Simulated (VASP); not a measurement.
# NiO (Fm-3m) in VASP: a series of runs

The runs below take NiO through single point, with LDA+U.

Program: VASP 6.6.1. These are calculated values, not measurements. Logs are shortened: lines on timing, memory, paths and dates and some standing lists are left out, and cuts for length are marked.

## Step 1: The cell of the first run

It takes space group Fm-3m (No. 225, cubic). The conventional cell has a = 4.183 Å, b = 4.183 Å, c = 4.183 Å, α = 90.00°, β = 90.00°, γ = 90.00°. Ni (site symmetry m-3m) has 6 O at 2.09 Å within 2.8 Å. Within 2.8 Å of O (site symmetry m-3m) lie 6 Ni at 2.09 Å.

## Step 2: Single point, LDA+U, collinear spin, antiferromagnetic start

INCAR reads:

```
SYSTEM = NiO
  PREC = Accurate
  ENCUT = 700
  EDIFF = 1E-6
  ISMEAR = 0
  SIGMA = 0.05
  LREAL = .False.
  LASPH = .True.
  NELM = 200
  ALGO = Normal
  ISIF = 2
  LWAVE = .False.
  LCHARG = .False.
  ISPIN = 2
  MAGMOM = 1.74 -1.74 0 0
  LORBIT = 11
  LMAXMIX = 4
  LDAU = .True.
  LDAUTYPE = 1
  LDAUL = 2 -1
  LDAUU = 5 0
  LDAUJ = 0.9 0
  LDAUPRINT = 1
  NBANDS = 36
  GGA_COMPAT = .False.
```

KPOINTS reads:

```
regular mesh
0
Gamma
  8 8 8
  0 0 0
```

POSCAR reads:

```
NiO
1.0
    0.0000000000      2.0913095100      2.0913095100
    2.0913095100      0.0000000000      2.0913095100
    4.1826190200      4.1826190200      0.0000000000
Ni O
2 2
Direct
    0.0000000000      0.0000000000      0.0000000000
    0.0000000000      0.0000000000      0.5000000000
    0.5000000000      0.5000000000      0.2500000000
    0.5000000000      0.5000000000      0.7500000000
```

Potentials or basis: VASP PAW LDA potentials, release 64 (Ni_sv_GW, O).

Launch:

```bash
$ cat potpaw_LDA.64/Ni_sv_GW/POTCAR potpaw_LDA.64/O/POTCAR > POTCAR
$ mpirun -np 1 vasp_std > vasp.out
```

OUTCAR:

```text
SYSTEM = NiO
   PREC = Accurate
   ENCUT = 700
   EDIFF = 1E-6
   ISMEAR = 0
   LREAL = .False.
   LASPH = .True.
   NELM = 200
   ISIF = 2
   ISPIN = 2
   LORBIT = 11

 ion  position               nearest neighbor table
   1  0.000  0.000  0.000-   4 2.09   3 2.09   4 2.09   3 2.09   4 2.09   3 2.09
   2  0.000  0.000  0.500-   3 2.09   3 2.09   4 2.09   3 2.09   4 2.09   4 2.09
   3  0.500  0.500  0.250-   1 2.09   1 2.09   2 2.09   1 2.09   2 2.09   2 2.09
   4  0.500  0.500  0.750-   2 2.09   1 2.09   2 2.09   1 2.09   2 2.09   1 2.09

  LATTYP: Found a trigonal (rhomboedric) cell.
 ALAT       =     5.1226411937
 COS(alpha) =     0.8333333333

  Lattice vectors:

 A1 = (   4.1826190200,   2.0913095100,  -2.0913095100)
 A2 = (   2.0913095100,   2.0913095100,  -4.1826190200)
 A3 = (   2.0913095100,   4.1826190200,  -2.0913095100)

Analysis of symmetry for initial positions (statically):
=====================================================================
 Subroutine PRICEL returns following result:

  LATTYP: Found a face centered cubic cell.
 ALAT       =     4.1826190200
[... 12 lines left out ...]
 Subroutine GETGRP returns: Found 12 space group operations
 (whereof 12 operations were pure point group operations)
 out of a pool of 12 trial point group operations.

The static configuration has the point symmetry D_3d.

Analysis of symmetry for dynamics (positions and initial velocities):
=====================================================================
 Subroutine PRICEL returns following result:

  LATTYP: Found a face centered cubic cell.
 ALAT       =     4.1826190200
[... 12 lines left out ...]
 Subroutine GETGRP returns: Found 12 space group operations
 (whereof 12 operations were pure point group operations)
 out of a pool of 12 trial point group operations.

The dynamic configuration has the point symmetry D_3d.

Analysis of structural, dynamic, and magnetic symmetry:
=====================================================================
 Subroutine PRICEL returns following result:

  LATTYP: Found a face centered cubic cell.
 ALAT       =     4.1826190200
[... 12 lines left out ...]
 Subroutine GETGRP returns: Found 12 space group operations
 (whereof 12 operations were pure point group operations)
 out of a pool of 12 trial point group operations.

The overall configuration has the point symmetry D_3d.

 Subroutine INISYM returns: Found 12 space group operations
 (whereof 12 operations are pure point group operations),
 and found     2 'primitive' translations

----------------------------------------------------------------------------------------

                                     Primitive cell

  volume of cell :      18.2930

  direct lattice vectors                    reciprocal lattice vectors
     0.000000000  2.091309510  2.091309510    -0.239084649  0.239084649  0.239084649
     2.091309510  0.000000000  2.091309510     0.239084649 -0.239084649  0.239084649
     2.091309510  2.091309510  0.000000000     0.239084649  0.239084649 -0.239084649

  length of vectors
     2.957558272  2.957558272  2.957558272     0.414106759  0.414106759  0.414106759

  position of ions in fractional coordinates (direct lattice)
     0.000000000  0.000000000  0.000000000
     0.500000000  0.500000000  0.500000000

  ion indices of the primitive-cell ions
[... 139 lines left out ...]

  o =  0.1511  v =  0.0000  0.0000  0.0000  0.0000  0.0000 -0.0000  0.0003  0.0091 -0.0003  1.0000      0.0000  0.0000  0.0000  0.0000  0.0000  0.0000  0.0000  0.0000  0.0000  0.0000
  o =  0.1511  v =  0.0000  0.0000  0.0000  0.0000  0.0000 -0.0004 -0.0002  1.0000 -0.0002 -0.0091      0.0000  0.0000  0.0000  0.0000  0.0000  0.0000  0.0000  0.0000  0.0000  0.0000
  o =  0.9237  v =  0.0000  0.0000  0.0000  0.0000  0.0000 -0.2081  0.5797 -0.0001 -0.7878 -0.0005      0.0000  0.0000  0.0000  0.0000  0.0000  0.0000  0.0000  0.0000  0.0000  0.0000
  o =  0.9237  v =  0.0000  0.0000  0.0000  0.0000  0.0000  0.7895  0.5750  0.0005  0.2145 -0.0001      0.0000  0.0000  0.0000  0.0000  0.0000  0.0000  0.0000  0.0000  0.0000  0.0000
  o =  0.9238  v =  0.0000  0.0000  0.0000  0.0000  0.0000 -0.5774  0.5774  0.0000  0.5774 -0.0000      0.0000  0.0000  0.0000  0.0000  0.0000  0.0000  0.0000  0.0000  0.0000  0.0000
  o =  0.9306  v =  0.8165  0.4082  0.0030  0.4082  0.0000  0.0000  0.0000  0.0000  0.0000  0.0000      0.0000  0.0000  0.0000  0.0000  0.0000  0.0000  0.0000  0.0000  0.0000  0.0000
  o =  0.9306  v =  0.0000 -0.7071  0.0000  0.7071  0.0030  0.0000  0.0000  0.0000  0.0000  0.0000      0.0000  0.0000  0.0000  0.0000  0.0000  0.0000  0.0000  0.0000  0.0000  0.0000
  o =  0.9306  v = -0.5774  0.5774  0.0000  0.5774  0.0000  0.0000  0.0000  0.0000  0.0000  0.0000      0.0000  0.0000  0.0000  0.0000  0.0000  0.0000  0.0000  0.0000  0.0000  0.0000
  o =  0.9582  v =  0.0025  0.0012 -1.0000  0.0012  0.0000  0.0000  0.0000  0.0000  0.0000  0.0000      0.0000  0.0000  0.0000  0.0000  0.0000  0.0000  0.0000  0.0000  0.0000  0.0000
  o =  0.9582  v =  0.0000  0.0021 -0.0000 -0.0021  1.0000  0.0000  0.0000  0.0000  0.0000  0.0000      0.0000  0.0000  0.0000  0.0000  0.0000  0.0000  0.0000  0.0000  0.0000  0.0000

atom =   2  type =  1  l = 2

 onsite density matrix

spin component  1

  0.9237 -0.0000  0.0003 -0.0000  0.0000
 -0.0000  0.9237  0.0002  0.0000 -0.0003
  0.0003  0.0002  0.1511  0.0002 -0.0000
 -0.0000  0.0000  0.0002  0.9237  0.0003
  0.0000 -0.0003 -0.0000  0.0003  0.1511

spin component  2

  0.9306 -0.0000 -0.0001 -0.0000 -0.0000
 -0.0000  0.9306 -0.0000  0.0000  0.0001
 -0.0001 -0.0000  0.9582 -0.0000 -0.0000
 -0.0000  0.0000 -0.0000  0.9306 -0.0001
 -0.0000  0.0001 -0.0000 -0.0001  0.9582

 occupancies and eigenvectors

  o =  0.1511  v = -0.0000  0.0003  0.0340 -0.0003  0.9994  0.0000  0.0000  0.0000  0.0000  0.0000      0.0000  0.0000  0.0000  0.0000  0.0000  0.0000  0.0000  0.0000  0.0000  0.0000
  o =  0.1511  v = -0.0004 -0.0002  0.9994 -0.0002 -0.0340  0.0000  0.0000  0.0000  0.0000  0.0000      0.0000  0.0000  0.0000  0.0000  0.0000  0.0000  0.0000  0.0000  0.0000  0.0000
  o =  0.9237  v =  0.8002  0.2595  0.0005  0.5407  0.0001  0.0000  0.0000  0.0000  0.0000  0.0000      0.0000  0.0000  0.0000  0.0000  0.0000  0.0000  0.0000  0.0000  0.0000  0.0000
  o =  0.9237  v =  0.1623  0.7742  0.0001 -0.6118 -0.0005  0.0000  0.0000  0.0000  0.0000  0.0000      0.0000  0.0000  0.0000  0.0000  0.0000  0.0000  0.0000  0.0000  0.0000  0.0000
  o =  0.9238  v = -0.5774  0.5774 -0.0000  0.5774 -0.0000  0.0000  0.0000  0.0000  0.0000  0.0000      0.0000  0.0000  0.0000  0.0000  0.0000  0.0000  0.0000  0.0000  0.0000  0.0000
  o =  0.9306  v =  0.0000  0.0000  0.0000  0.0000  0.0000  0.6341  0.7625  0.0024 -0.1284 -0.0019      0.0000  0.0000  0.0000  0.0000  0.0000  0.0000  0.0000  0.0000  0.0000  0.0000
  o =  0.9306  v =  0.0000  0.0000  0.0000  0.0000  0.0000  0.5144 -0.2919  0.0019  0.8063  0.0024      0.0000  0.0000  0.0000  0.0000  0.0000  0.0000  0.0000  0.0000  0.0000  0.0000
  o =  0.9306  v =  0.0000  0.0000  0.0000  0.0000  0.0000 -0.5774  0.5774  0.0000  0.5774  0.0000      0.0000  0.0000  0.0000  0.0000  0.0000  0.0000  0.0000  0.0000  0.0000  0.0000
  o =  0.9582  v =  0.0000  0.0000  0.0000  0.0000  0.0000  0.0025  0.0012 -1.0000  0.0012 -0.0000      0.0000  0.0000  0.0000  0.0000  0.0000  0.0000  0.0000  0.0000  0.0000  0.0000
  o =  0.9582  v =  0.0000  0.0000  0.0000  0.0000  0.0000  0.0000  0.0021 -0.0000 -0.0021  1.0000      0.0000  0.0000  0.0000  0.0000  0.0000  0.0000  0.0000  0.0000  0.0000  0.0000

 number of electron      47.9999998 magnetization       0.0000000

 Free energy of the ion-electron system (eV)
  ---------------------------------------------------
  ext. energy  EPLUGINS =         0.00000000
  ---------------------------------------------------
  free energy    TOTEN  =       -25.41486259 eV

  energy without entropy =      -25.41486259  energy(sigma->0) =      -25.41486259

 E-fermi :   5.8255     XC(G=0): -13.5473

 val. band max:        5.3103210877   @ k =   0.0000   0.0000   0.5000
 cond. band min:       8.0922952478   @ k =   0.2500   0.2500   0.0000
 fundamental gap:      2.7819741602
 Fermi energy:         5.8255183493

 spin component 1

 k-point     1 :       0.0000    0.0000    0.0000
  band No.  band energies     occupation
      1     -96.8242      1.00000
      2     -94.9149      1.00000
      3     -57.8167      1.00000
      4     -57.8012      1.00000
      5     -57.8012      1.00000
      6     -55.9670      1.00000
[... 1865 lines left out ...]
     35      23.1978      0.00000
     36      27.9524      0.00000

 [... further k-points ...]

------------------------ aborting loop because EDIFF is reached ----------------------------------------

  FORCE on cell =-STRESS in cart. coord.  units (eV):
  Direction    XX          YY          ZZ          XY          YZ          ZX
  --------------------------------------------------------------------------------------
  -------------------------------------------------------------------------------------
  Total       -2.8970644     -2.8970644     -2.8970644     -0.0294527      0.0294527      0.0294527
  in kB     -126.8684981   -126.8684981   -126.8684981     -1.2897966      1.2897966      1.2897966
  external PRESSURE =    -126.8684981 kB  Pullay stress =       0.0000000 kB

 VOLUME and BASIS-vectors are now :
 -----------------------------------------------------------------------------
  energy-cutoff  :      700.00
  volume of cell :       36.59
      direct lattice vectors                 reciprocal lattice vectors
     0.000000000  2.091309510  2.091309510    -0.239084649  0.239084649  0.239084649
     2.091309510  0.000000000  2.091309510     0.239084649 -0.239084649  0.239084649
     4.182619020  4.182619020  0.000000000     0.119542324  0.119542324 -0.119542324

 POSITION                                       TOTAL-FORCE (eV/Angst)
 -----------------------------------------------------------------------------------
      0.00000      0.00000      0.00000         0.000000      0.000000      0.000000
      2.09131      2.09131      0.00000         0.000000      0.000000      0.000000
      2.09131      2.09131      2.09131         0.000000      0.000000     -0.000000
      4.18262      4.18262      2.09131        -0.000000     -0.000000     -0.000000
 -----------------------------------------------------------------------------------
    total drift:                                0.000000      0.000000      0.000000

  FREE ENERGIE OF THE ION-ELECTRON SYSTEM (eV)
  ---------------------------------------------------
  free  energy   TOTEN  =       -25.4148625901 eV

  energy  without entropy=      -25.4148625901  energy(sigma->0) =      -25.41486259

 total charge

# of ion       s       p       d       f       tot
--------------------------------------------------
    1        2.159   6.225   7.755   0.010  16.148
    2        2.159   6.225   7.755   0.010  16.148
    3        1.536   3.440   0.000   0.000   4.976
    4        1.536   3.440   0.000   0.000   4.976
--------------------------------------------------
tot          7.389  19.330  15.509   0.019  42.247

 magnetization (x)

# of ion       s       p       d       f       tot
--------------------------------------------------
    1       -0.001  -0.004   1.633   0.000   1.627
    2        0.001   0.004  -1.633  -0.000  -1.627
    3        0.000   0.000   0.000   0.000   0.000
    4        0.000   0.000   0.000   0.000   0.000
--------------------------------------------------
tot          0.000   0.000   0.000   0.000   0.000
```

Run time: 7.5 min. Hardware: 1 thread of Intel Xeon Platinum 8259CL at 2.50GHz (Skylake/Cascade Lake), shared host; peak memory 0.32 GiB.

What came out:

```yaml
Free_energy: -25.4149 eV
Pressure: -12.7 GPa
Band_gap_on_the_k_mesh: 2.78 eV
Net_moment: 0.00 μB per cell
Site_moments: Ni +1.63, -1.63; O +0.00 μB
Valence_electrons_inside_the_program's_atomic_spheres: Ni 16.15; O 4.98
```

Eigenvalues of the final occupation matrices:
```csv
site,spin,trace,eigenvalues
site 1 d,1,4.71,0.93 0.93 0.93 0.96 0.96
site 1 d,2,3.07,0.15 0.15 0.92 0.92 0.92
site 2 d,1,3.07,0.15 0.15 0.92 0.92 0.92
site 2 d,2,4.71,0.93 0.93 0.93 0.96 0.96
```

Caveat: the cell stands under tension. A k mesh can miss the band edges.

## Step 3: Single point, LDA+U, collinear spin, antiferromagnetic start

INCAR reads:

```
PREC = Accurate
ENCUT = 700
EDIFF = 1E-6
ISMEAR = 0
SIGMA = 0.05
LREAL = False
LASPH = True
NELM = 200
ALGO = Normal
ISIF = 2
LWAVE = False
LCHARG = False
ISPIN = 2
MAGMOM = 1.58 -1.58 0 0
LORBIT = 11
LMAXMIX = 4
LDAU = True
LDAUTYPE = 1
LDAUL = 2 -1
LDAUU = 5 0
LDAUJ = 0.9 0
LDAUPRINT = 1
GGA = CA
NBANDS = 36
GGA_COMPAT = False
```

KPOINTS reads:

```
Automatic mesh
0
Gamma
  8 8 8
```

POSCAR is that of step 2.

Potentials or basis: VASP PAW LDA potentials, release 64 (Ni_sv_GW, O).

Launch:

```bash
$ cat potpaw_LDA.64/Ni_sv_GW/POTCAR potpaw_LDA.64/O/POTCAR > POTCAR
$ mpirun -np 1 vasp_std > vasp.out
```

It took 6.1 min on 1 thread of Intel Xeon Platinum 8375C at 2.90GHz (Ice Lake), shared host; peak memory 0.32 GiB.

It converged, with:

```yaml
Free_energy: -25.4149 eV
Pressure: -12.7 GPa
Band_gap_on_the_k_mesh: 2.78 eV
Net_moment: 0.00 μB per cell
Site_moments: Ni +1.63, -1.63; O +0.00 μB
Valence_electrons_inside_the_program's_atomic_spheres: Ni 16.15; O 4.98
```

Stress tensor (GPa, compression positive):
```
-12.66  -0.13   0.13
 -0.13 -12.66   0.13
  0.13   0.13 -12.66
```

Levels at points of the mesh, in eV from the valence-band top:
Spin up:
| k point | band 21 | band 22 | band 23 | band 24 | band 25 | band 26 | band 27 | band 28 |
| --- | --- | --- | --- | --- | --- | --- | --- | --- |
| (0.00, 0.00, 0.00) | -1.26 | -1.03 | -0.78 | -0.78 | 2.97 | 3.62 | 3.62 | 6.81 |
| (0.50, 0.00, 0.00) | -1.50 | -0.96 | -0.64 | -0.45 | 3.77 | 3.92 | 6.82 | 7.33 |
| (0.00, 0.00, 0.50) | -1.39 | -1.27 | 0.00 | 0.00 | 3.35 | 3.35 | 5.64 | 5.76 |
| (0.50, 0.00, 0.50) | -1.13 | -0.95 | -0.93 | -0.49 | 3.41 | 3.46 | 8.69 | 8.88 |
Spin down:
```tsv
k point	band 21	band 22	band 23	band 24	band 25	band 26	band 27	band 28
(0.00, 0.00, 0.00)	-1.26	-1.03	-0.78	-0.78	2.97	3.62	3.62	6.81
(0.50, 0.00, 0.00)	-1.50	-0.96	-0.64	-0.45	3.77	3.92	6.82	7.33
(0.00, 0.00, 0.50)	-1.39	-1.27	0.00	0.00	3.35	3.35	5.64	5.76
(0.50, 0.00, 0.50)	-1.13	-0.95	-0.93	-0.49	3.41	3.46	8.69	8.88
```

Eigenvalues of the final occupation matrices:
```tsv
site	spin	trace	eigenvalues
site 1 d	1	4.71	0.93 0.93 0.93 0.96 0.96
site 1 d	2	3.07	0.15 0.15 0.92 0.92 0.92
site 2 d	1	3.07	0.15 0.15 0.92 0.92 0.92
site 2 d	2	4.71	0.93 0.93 0.93 0.96 0.96
```

Caveat: the cell stands under tension.
